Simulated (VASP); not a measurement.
Set up this calculation in VASP 6.6.1, as the native input.

| Property | Result |
| --- | --- |
| Task | single point |
| Functional | PBEsol |
| Potentials or basis | VASP PAW PBE potentials, release 64 (Ti_sv) |
| Cutoff | 520 eV |
| k mesh | 20 × 20 × 20 |
| Occupations | gaussian, width 0.15 eV |
| Spin | no spin polarisation |
| Dipole correction | no |
| Further INCAR settings | ALGO = Fast; EDIFF = 1e-06; NBANDS = 12 |

The structure of Ti lies in POSCAR:

```
Ti
1.0
    0.0000000000      2.1631680000      2.1631680000
    2.0300000000      0.1331680000      2.0300000000
    2.0300000000      2.0300000000      0.1331680000
Ti
1
Direct
    0.0000000000      0.0000000000      0.0000000000
```

This cell differs from its parent crystal: strain +0.1312 x Voigt [0, 0, 0, 1, 0, 0].

The input as run:

INCAR

```
  ALGO = Fast
  EDIFF = 1E-6
  ENCUT = 520
  GGA = PS
  ISIF = 2
  ISMEAR = 0
  LASPH = T
  LCHARG = F
  LREAL = F
  LWAVE = F
  NBANDS = 12
  NELM = 100
  PREC = Accurate
  SIGMA = 0.15
```

KPOINTS

```
k-points
0
Gamma
  20 20 20
```

Potentials or basis: VASP PAW PBE potentials, release 64 (Ti_sv).

Run with:

```sh
$ cat potpaw_PBE.64/Ti_sv/POTCAR > POTCAR
$ mpirun -np 1 vasp_std > vasp.out
```

It gave:

The pressure is 0.0 GPa and the band gap on the k mesh is zero (bands 6 and 7 overlap by 1.10 eV).

Caveat: the cell differs from its parent crystal (strain +0.1312 x Voigt [0, 0, 0, 1, 0, 0]); the PAW data sets were made with another functional, which shifts forces and pressure a little.

Wall time 2.2 min on 1 thread of Intel(R) Xeon(R) 6975P-C (Granite Rapids), on a shared host, peak memory 0.33 GiB.
